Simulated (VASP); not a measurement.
# VN2 (I4/mcm) in VASP: further runs

The runs below take VN2 through single point, with PBE.

All numbers are computed with VASP 6.6.1; they aren't measurements. Logs are shortened: lines on timing, memory, paths and dates and some standing lists are left out, and cuts for length are marked.

**1. The cell of the first run**

The structure is tetragonal, space group I4/mcm (No. 140). Conventional cell: a = 4.522 Å, b = 4.522 Å, c = 4.968 Å, α = 90.00°, β = 90.00°, γ = 90.00°. Within 2.9 Å of V (site symmetry 422) lie 8 N at 2.20 Å and 2 V at 2.48 Å. N (site symmetry m2m) has 1 N at 1.45 Å within 1.9 Å.

**2. Single point, PBE (strain +0.050 along x and y, +0.000 along z)**

Contents of INCAR:

```
ALGO = Fast ; EDIFF = 1E-6
ENCUT = 520 ; GGA = PE
ISIF = 2 ; ISMEAR = 0
LASPH = T ; LCHARG = T
LELF = T ; LREAL = F
LVHAR = T ; LWAVE = F
NBANDS = 32 ; NELM = 80
PREC = Accurate ; SIGMA = 0.15
```

Contents of KPOINTS:

```
k-points
0
Gamma
  16 16 16
```

Contents of POSCAR:

```
VN2
1.0
   -2.2610164389      2.2610164389      2.4842410755
    2.2610164389     -2.2610164389      2.4842410755
    2.2610164389      2.2610164389     -2.4842410755
V N
2 4
Direct
    0.2500000000      0.2500000000      0.0000000000
    0.7500000000      0.7500000000      0.0000000000
    0.1135731475      0.6135731475      0.7271462950
    0.6135731475      0.8864268525      0.5000000000
    0.8864268525      0.3864268525      0.2728537050
    0.3864268525      0.1135731475      0.5000000000
```

Potentials or basis: VASP PAW PBE potentials, release 64 (V_sv, N).

Command:

```sh
cat potpaw_PBE.64/V_sv/POTCAR potpaw_PBE.64/N/POTCAR > POTCAR
mpirun -np 1 vasp_std > vasp.out
```

OUTCAR:

```text
EDIFF = 1E-6
   ENCUT = 520
   GGA = PE
   ISIF = 2
   ISMEAR = 0
   LASPH = T
   LREAL = F
   NELM = 80
   PREC = Accurate

 ion  position               nearest neighbor table
   1  0.250  0.250  0.000-   5 2.20   4 2.20   3 2.20   5 2.20   6 2.20   6 2.20   3 2.20   4 2.20
                             2 2.48   2 2.48
   2  0.750  0.750  0.000-   6 2.20   5 2.20   3 2.20   4 2.20   5 2.20   4 2.20   6 2.20   3 2.20
                             1 2.48   1 2.48
   3  0.114  0.614  0.727-   5 1.45   1 2.20   1 2.20   2 2.20   2 2.20
   4  0.614  0.886  0.500-   6 1.45   2 2.20   1 2.20   2 2.20   1 2.20
   5  0.886  0.386  0.273-   3 1.45   2 2.20   1 2.20   2 2.20   1 2.20
   6  0.386  0.114  0.500-   4 1.45   1 2.20   2 2.20   1 2.20   2 2.20

  LATTYP: Found a body centered tetragonal cell.
 ALAT       =     4.5220328778
 C/A-ratio  =     1.0987275602

  Lattice vectors:

 A1 = (  -2.2610164389,   2.2610164389,   2.4842410755)
 A2 = (   2.2610164389,  -2.2610164389,   2.4842410755)
 A3 = (   2.2610164389,   2.2610164389,  -2.4842410755)

Analysis of symmetry for initial positions (statically):
=====================================================================
 Subroutine PRICEL returns:
 Original cell was already a primitive cell.

 Routine SETGRP: Setting up the symmetry group for a
 body centered tetragonal supercell.

 Subroutine GETGRP returns: Found 16 space group operations
 (whereof  8 operations were pure point group operations)
 out of a pool of 16 trial point group operations.

The static configuration has the point symmetry C_4h.
 The point group associated with its full space group is D_4h.

Analysis of symmetry for dynamics (positions and initial velocities):
=====================================================================
 Subroutine PRICEL returns:
 Original cell was already a primitive cell.

 Routine SETGRP: Setting up the symmetry group for a
 body centered tetragonal supercell.

 Subroutine GETGRP returns: Found 16 space group operations
 (whereof  8 operations were pure point group operations)
 out of a pool of 16 trial point group operations.

The dynamic configuration has the point symmetry C_4h.
 The point group associated with its full space group is D_4h.

 Subroutine INISYM returns: Found 16 space group operations
 (whereof  8 operations are pure point group operations),
 and found     1 'primitive' translations

----------------------------------------------------------------------------------------

[... 99 lines left out ...]
   NELM   =     80;   NELMIN=  2; NELMDL= -5     # of ELM steps
   EDIFF  = 0.1E-05   stopping-criterion for ELM
   LREAL  =      F    real-space projection
   EDIFFG = 0.1E-04   stopping-criterion for IOM
   NSW    =      0    number of steps for IOM
   IBRION =     -1    ionic relax: 0-MD 1-quasi-New 2-CG
   NFREE  =      0    steps in history (QN), initial steepest desc. (CG)
   ISIF   =      2    stress and relaxation
   ISYM   =      2    0-nonsym 1-usesym 2-fastsym
   POTIM  = 0.5000    time-step for ionic-motion
   TEBEG  =    0.0;   TEEND  =   0.0 temperature during run
   PSTRESS=    0.0 pullay stress
   NELECT =      46.0000    total number of electrons
   NUPDOWN=      -1.0000    fix difference up-down
   EMIN   =  10.00;   EMAX   =-10.00  energy-range for DOS
   EFERMI =   0.00;   METHOD = LEGACY
   ISMEAR =     0;   SIGMA  =   0.15  broadening in eV -4-tet -1-fermi 0-gaus
   EFERMI_NEDOS =   21; number of points for ismear=-14 and -15
   IALGO  =     68    algorithm
   IMIX   =      4    mixing-type and parameters
     AMIX     =   0.40;   BMIX     =  1.00
     AMIX_MAG =   1.60;   BMIX_MAG =  1.00
  volume/ion in A,a.u.               =       8.47        57.14
  Fermi-wavevector in a.u.,A,eV,Ry     =   1.583824  2.992994 34.130214  2.508500
  Thomas-Fermi vector in A             =   2.683536
   LORBIT       =      0    0 simple, 1 ext, 2 COOP (PROOUT), +10 PAW based schemes
   GGA     = PE    functional components
   LHFCALC =     F    Hartree Fock is set to
   AEXX    =    0.0000 exact exchange contribution
   IVDW    =     0    specifies the selected vdW correction
   LEPSILON=     F    determine dielectric tensor
   LRPA    =     F    only Hartree local field effects (RPA)
 non-spin polarized calculation
 RMM-DIIS sequential band-by-band and
 Gauss-broadening in eV      SIGMA  =   0.15
  energy-cutoff  :      520.00
  volume of cell :       50.80
 maximum number of plane-waves:      1391
   NGX = 15   NGY = 15   NGZ = 15

 number of electron      45.9999982 magnetization

 Free energy of the ion-electron system (eV)
  ---------------------------------------------------
  ext. energy  EPLUGINS =         0.00000000
  ---------------------------------------------------
  free energy    TOTEN  =       -52.80290392 eV

  energy without entropy =      -52.78038377  energy(sigma->0) =      -52.79164384

 E-fermi :   9.7668     XC(G=0): -13.1079

 val. band max:        9.7599076131   @ k =   0.5000   0.3125   0.0625
 cond. band min:       9.7703987515   @ k =   0.4375   0.3750   0.0625
 fundamental gap:      0.0104911384
 Fermi energy:         9.7668279052

 k-point     1 :       0.0000    0.0000    0.0000
  band No.  band energies     occupation
      1     -55.7279      2.00000
      2     -55.5810      2.00000
      3     -29.7796      2.00000
      4     -29.5707      2.00000
      5     -29.5707      2.00000
      6     -29.5305      2.00000
[... 829 lines left out ...]
     31      11.8571      0.00000
     32      13.8218      0.00000

 [... further k-points ...]
[... 5 lines left out ...]
  --------------------------------------------------------------------------------------
  -------------------------------------------------------------------------------------
  Total      -11.4434920    -11.4434920     -2.3485255      0.0000000      0.0000000      0.0000000
  in kB     -360.9175364   -360.9175364    -74.0704004      0.0000000      0.0000000      0.0000000
  external PRESSURE =    -265.3018244 kB  Pullay stress =       0.0000000 kB

 VOLUME and BASIS-vectors are now :
 -----------------------------------------------------------------------------
  energy-cutoff  :      520.00
  volume of cell :       50.80
      direct lattice vectors                 reciprocal lattice vectors
    -2.261016439  2.261016439  2.484241075     0.000000000  0.221139480  0.201268711
     2.261016439 -2.261016439  2.484241075     0.221139480  0.000000000  0.201268711
     2.261016439  2.261016439 -2.484241075     0.221139480  0.221139480  0.000000000

 POSITION                                       TOTAL-FORCE (eV/Angst)
 -----------------------------------------------------------------------------------
      0.00000      0.00000      1.24212         0.000000      0.000000      0.000000
      0.00000      0.00000      3.72636         0.000000      0.000000      0.000000
      2.77460      0.51358     -0.00000        -0.496654     -0.496654      0.000000
      1.74743      0.51358      2.48424         0.496654     -0.496654      0.000000
     -0.51358      1.74743      2.48424         0.496654      0.496654     -0.000000
      0.51358      1.74743      0.00000        -0.496654      0.496654      0.000000
 -----------------------------------------------------------------------------------
    total drift:                                0.000000     -0.000000      0.000000

  FREE ENERGIE OF THE ION-ELECTRON SYSTEM (eV)
  ---------------------------------------------------
  free  energy   TOTEN  =       -52.8029039201 eV

  energy  without entropy=      -52.7803837682  energy(sigma->0) =      -52.79164384
```

OSZICAR:

```text
N       E                     dE             d eps       ncg     rms          rms(c)
DAV:   1     0.565821703705E+03    0.56582E+03   -0.26373E+04 22472   0.160E+03
DAV:   2    -0.218545643007E+02   -0.58768E+03   -0.54746E+03 25008   0.502E+02
DAV:   3    -0.644373623302E+02   -0.42583E+02   -0.41445E+02 24848   0.140E+02
DAV:   4    -0.654514138319E+02   -0.10141E+01   -0.10025E+01 29896   0.202E+01
DAV:   5    -0.654678370025E+02   -0.16423E-01   -0.16385E-01 25592   0.238E+00    0.360E+01
RMM:   6    -0.628986403093E+02    0.25692E+01   -0.80327E+01 26973   0.554E+01    0.291E+01
RMM:   7    -0.538644861960E+02    0.90342E+01   -0.16552E+01 22395   0.301E+01    0.143E+01
RMM:   8    -0.527632239854E+02    0.11013E+01   -0.19767E+00 24615   0.102E+01    0.240E+00
RMM:   9    -0.527942487391E+02   -0.31025E-01   -0.53161E-01 29597   0.317E+00    0.867E-01
RMM:  10    -0.528021006128E+02   -0.78519E-02   -0.97984E-02 33432   0.155E+00    0.365E-01
RMM:  11    -0.528027592552E+02   -0.65864E-03   -0.16259E-02 30956   0.716E-01    0.118E-01
RMM:  12    -0.528028627251E+02   -0.10347E-03   -0.25257E-03 31509   0.255E-01    0.425E-02
RMM:  13    -0.528028977199E+02   -0.34995E-04   -0.48450E-04 33569   0.110E-01    0.992E-03
RMM:  14    -0.528029030600E+02   -0.53402E-05   -0.88157E-05 29933   0.528E-02    0.142E-02
RMM:  15    -0.528029039783E+02   -0.91822E-06   -0.19900E-05 30018   0.266E-02    0.445E-03
RMM:  16    -0.528029039201E+02    0.58199E-07   -0.50111E-06 24073   0.126E-02
   1 F= -.52802904E+02 E0= -.52791644E+02  d E =-.225202E-01
```

stdout:

```text
POSCAR found type information on POSCAR V N
 POSCAR found :  2 types and       6 ions
 scaLAPACK will be used
 LDA part: xc-table for (Slater+PW92), standard interpolation
 POSCAR, INCAR and KPOINTS ok, starting setup
 FFT: planning ... GRIDC
 FFT: planning ... GRID_SOFT
 FFT: planning ... GRID
 WAVECAR not read
 entering main loop
```

Run time: 16 min. Hardware: 1 thread of Oxide Virtual Turin-like, shared host; peak memory 0.48 GiB.

What came out:

```
Free energy            : -52.8029 eV
Pressure               : -26.5 GPa
Largest force          : 0.702 eV/Å
Band gap on the k mesh : zero (bands 23 and 24 overlap by 0.43 eV)
```

Forces in eV/Å, atoms in the order of the input:
```
V    0.000  0.000  0.000
V    0.000  0.000  0.000
N   -0.497 -0.497  0.000
N    0.497 -0.497  0.000
N    0.497  0.497  0.000
N   -0.497  0.497  0.000
```

Levels at points of the mesh, in eV from the Fermi level:
```
           k point  band 21  band 22  band 23  band 24  band 25  band 26
(0.00, 0.00, 0.00)    -2.54    -2.14    -2.14     0.69     1.12     1.12
(0.50, 0.00, 0.00)    -2.52    -2.52     0.17     0.17     0.68     0.68
(0.50, 0.50, 0.00)    -2.33    -2.28    -1.27    -0.11     0.99     1.02
(0.50, 0.50, 0.50)    -1.38    -0.53    -0.32     0.10     0.15     0.43
```

Caveat: the cell differs from its parent crystal (strain +0.050 along x and y, +0.000 along z); the stress differs along the axes, from -36 to -7 GPa; the run has no spin polarisation, though such a crystal can be magnetic.

**3. Single point, PBE (strain +0.025 along x and y, +0.050 along z)**

Contents of INCAR:

```
SYSTEM = VN2
PREC = Accurate
ENCUT = 520
EDIFF = 1E-7
ISMEAR = 0
SIGMA = 0.15
LREAL = .False.
LASPH = .True.
NELM = 60
ALGO = Fast
ISIF = 2
LWAVE = .False.
LCHARG = .True.
GGA = PE
LELF = .True.
LVHAR = .True.
NBANDS = 32
```

Contents of KPOINTS:

```
regular mesh
0
Gamma
  16 16 16
  0 0 0
```

POSCAR: that of step 2 with these lines changed.

```diff
@@ -2,5 +2,5 @@
 1.0
-   -2.2610164389      2.2610164389      2.4842410755
-    2.2610164389     -2.2610164389      2.4842410755
-    2.2610164389      2.2610164389     -2.4842410755
+   -2.2071827141      2.2071827141      2.6084531293
+    2.2071827141     -2.2071827141      2.6084531293
+    2.2071827141      2.2071827141     -2.6084531293
 V N
```

Potentials or basis: VASP PAW PBE potentials, release 64 (V_sv, N).

Command:

```sh
cat potpaw_PBE.64/V_sv/POTCAR potpaw_PBE.64/N/POTCAR > POTCAR
mpirun -np 1 vasp_std > vasp.out
```

OUTCAR:

```text
SYSTEM = VN2
   PREC = Accurate
   ENCUT = 520
   EDIFF = 1E-7
   ISMEAR = 0
   LREAL = .False.
   LASPH = .True.
   NELM = 60
   ISIF = 2
   GGA = PE

 ion  position               nearest neighbor table
   1  0.250  0.250  0.000-   5 2.21   4 2.21   3 2.21   5 2.21   6 2.21   6 2.21   3 2.21   4 2.21
                             2 2.61   2 2.61
   2  0.750  0.750  0.000-   6 2.21   5 2.21   3 2.21   4 2.21   5 2.21   4 2.21   6 2.21   3 2.21
                             1 2.61   1 2.61
   3  0.114  0.614  0.727-   5 1.42   1 2.21   1 2.21   2 2.21   2 2.21
   4  0.614  0.886  0.500-   6 1.42   2 2.21   1 2.21   2 2.21   1 2.21
   5  0.886  0.386  0.273-   3 1.42   2 2.21   1 2.21   2 2.21   1 2.21
[... 1052 lines left out ...]
  Total       -7.3855201     -7.3855201     -8.7234475      0.0000000      0.0000000      0.0000000
  in kB     -232.7941502   -232.7941502   -274.9660880      0.0000000      0.0000000      0.0000000
  external PRESSURE =    -246.8514628 kB  Pullay stress =       0.0000000 kB

 VOLUME and BASIS-vectors are now :
 -----------------------------------------------------------------------------
  energy-cutoff  :      520.00
  volume of cell :       50.83
      direct lattice vectors                 reciprocal lattice vectors
    -2.207182714  2.207182714  2.608453129     0.000000000  0.226533126  0.191684487
     2.207182714 -2.207182714  2.608453129     0.226533126  0.000000000  0.191684487
     2.207182714  2.207182714 -2.608453129     0.226533126  0.226533126  0.000000000

 POSITION                                       TOTAL-FORCE (eV/Angst)
 -----------------------------------------------------------------------------------
      0.00000      0.00000      1.30423         0.000000      0.000000     -0.000000
      0.00000      0.00000      3.91268         0.000000     -0.000000     -0.000000
      2.70854      0.50135      0.00000        -0.437337     -0.437337     -0.000000
      1.70583      0.50135      2.60845         0.437337     -0.437337      0.000000
     -0.50135      1.70583      2.60845         0.437337      0.437337      0.000000
      0.50135      1.70583      0.00000        -0.437337      0.437337     -0.000000
 -----------------------------------------------------------------------------------
    total drift:                                0.000000     -0.000000      0.000000

  FREE ENERGIE OF THE ION-ELECTRON SYSTEM (eV)
  ---------------------------------------------------
  free  energy   TOTEN  =       -52.9654523790 eV

  energy  without entropy=      -52.9278923808  energy(sigma->0) =      -52.94667238
```

OSZICAR:

```text
N       E                     dE             d eps       ncg     rms          rms(c)
DAV:   1     0.567842532123E+03    0.56784E+03   -0.26413E+04 22440   0.160E+03
DAV:   2    -0.215537675989E+02   -0.58940E+03   -0.54953E+03 24864   0.503E+02
DAV:   3    -0.650451473203E+02   -0.43491E+02   -0.42216E+02 25328   0.141E+02
DAV:   4    -0.660912682455E+02   -0.10461E+01   -0.10369E+01 28640   0.203E+01
DAV:   5    -0.661105991878E+02   -0.19331E-01   -0.19310E-01 26112   0.254E+00    0.355E+01
RMM:   6    -0.631087933850E+02    0.30018E+01   -0.80759E+01 26344   0.558E+01    0.290E+01
RMM:   7    -0.540370166717E+02    0.90718E+01   -0.15856E+01 22345   0.300E+01    0.140E+01
RMM:   8    -0.529349700174E+02    0.11020E+01   -0.18439E+00 24722   0.966E+00    0.269E+00
RMM:   9    -0.529580390259E+02   -0.23069E-01   -0.50081E-01 29181   0.302E+00    0.856E-01
RMM:  10    -0.529649398411E+02   -0.69008E-02   -0.90888E-02 32836   0.147E+00    0.378E-01
RMM:  11    -0.529652897182E+02   -0.34988E-03   -0.14563E-02 29821   0.732E-01    0.116E-01
RMM:  12    -0.529654130516E+02   -0.12333E-03   -0.25474E-03 31176   0.265E-01    0.436E-02
RMM:  13    -0.529654447783E+02   -0.31727E-04   -0.46183E-04 32821   0.107E-01    0.106E-02
RMM:  14    -0.529654524041E+02   -0.76258E-05   -0.88335E-05 30326   0.518E-02    0.146E-02
RMM:  15    -0.529654514241E+02    0.98009E-06   -0.17564E-05 27656   0.280E-02    0.299E-03
RMM:  16    -0.529654522199E+02   -0.79583E-06   -0.68698E-06 32548   0.138E-02    0.355E-03
RMM:  17    -0.529654524077E+02   -0.18782E-06   -0.10258E-06 26900   0.644E-03    0.822E-04
RMM:  18    -0.529654523790E+02    0.28679E-07   -0.22209E-07 18605   0.287E-03
   1 F= -.52965452E+02 E0= -.52946672E+02  d E =-.375600E-01
```

stdout:

```text
POSCAR found type information on POSCAR V N
 POSCAR found :  2 types and       6 ions
 scaLAPACK will be used
 LDA part: xc-table for (Slater+PW92), standard interpolation
 POSCAR, INCAR and KPOINTS ok, starting setup
 FFT: planning ... GRIDC
 FFT: planning ... GRID_SOFT
 FFT: planning ... GRID
 WAVECAR not read
 entering main loop
```

Wall time 18 min (1 thread of Oxide Virtual Turin-like, shared host); peak memory 0.48 GiB.

What came out:

- Free energy: -52.9655 eV
- Pressure: -24.7 GPa
- Largest force: 0.618 eV/Å
- Band gap on the k mesh: zero (bands 23 and 24 overlap by 0.31 eV)

Forces on the atoms (eV/Å):
```
V    0.000  0.000  0.000
V    0.000  0.000  0.000
N   -0.437 -0.437  0.000
N    0.437 -0.437  0.000
N    0.437  0.437  0.000
N   -0.437  0.437  0.000
```

Levels at points of the mesh, in eV from the Fermi level:
```
           k point  band 19  band 20  band 21  band 22  band 23  band 24  band 25  band 26  band 27  band 28
(0.00, 0.00, 0.00)    -3.11    -2.48    -2.25    -2.25    -2.15     0.69     0.80     0.80     0.98     1.61
(0.50, 0.00, 0.00)    -2.94    -2.94    -2.74    -2.74     0.17     0.17     0.63     0.63     0.84     0.84
(0.50, 0.50, 0.00)    -4.39    -4.17    -2.37    -2.18    -1.08     0.03     0.66     0.99     1.49     1.87
(0.50, 0.50, 0.50)    -4.26    -1.92    -1.92    -0.22    -0.15    -0.07     0.05     0.06     1.66     1.66
```

Caveat: the cell differs from its parent crystal (strain +0.025 along x and y, +0.050 along z); the cell stands under tension; the run has no spin polarisation, though such a crystal can be magnetic.
